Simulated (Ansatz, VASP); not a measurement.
**One calculation of Cu, two programs**

INCAR

```
SYSTEM = Cu
  ALGO = Normal
  EDIFF = 1E-7
  ENCUT = 520
  GGA = PE
  ISIF = 2
  ISMEAR = 1
  LASPH = .TRUE.
  LCHARG = .FALSE.
  LREAL = .FALSE.
  LWAVE = .FALSE.
  NBANDS = 12
  NELM = 100
  PREC = Accurate
  SIGMA = 0.1
```

KPOINTS

```
k-points
0
G
  15 15 15
  0 0 0
```

The input POSCAR:

```
Cu
1.0
    0.0000000000      1.8145751207      1.8145751207
    1.8145751207      0.0000000000      1.8145751207
    1.8145751207      1.8145751207      0.0000000000
Cu
1
Direct
    0.0000000000      0.0000000000      0.0000000000
```

Input for Ansatz:

```yaml
crystal:
  lattice:
    - [0.0, 1.8145751207, 1.8145751207]
    - [1.8145751207, 0.0, 1.8145751207]
    - [1.8145751207, 1.8145751207, 0.0]
  atoms:
    - { symbol: Cu, position: [0.0, 0.0, 0.0] }
hamiltonian:
  xc: pbe
  pseudopotentials:
    kind: paw
    azcp:
      Cu: "pseudopotentials/Cu.paw.azcp"
basis:
  ecutwfc: 420
  fft_grid_basis: typed
kpoints:
  mp_grid: { grid: [15, 15, 15], shift: [0, 0, 0] }
magnetization:
  spin_polarized: false
scf:
  occupations: { method: cold, width: 0.1 }
  lower_state_search: "off"
output:
  stress: true
```

Alike in both runs: task single point; functional PBE; k mesh 15 × 15 × 15; no spin polarisation.

```csv
,VASP,Ansatz
version,VASP 6.6.1,Ansatz 0.2.0
potentials or method,"VASP PAW PBE potentials, release 64 (Cu), cutoff 520 eV","plane waves (420 eV) with PAW, scalar-relativistic"
occupations,"methfessel-paxton of order 1, width 0.1 eV","cold, width 0.1 eV"
valence electrons in the cell,11,19
```

VASP gave:

```
pressure (GPa) : 0.3
```

Task: Which values does Ansatz return?

Result: Pressure (GPa): -0.1.

VASP's potentials hold 11 valence electrons a cell and Ansatz's 19, so a difference there can come from the potentials and not from the codes.
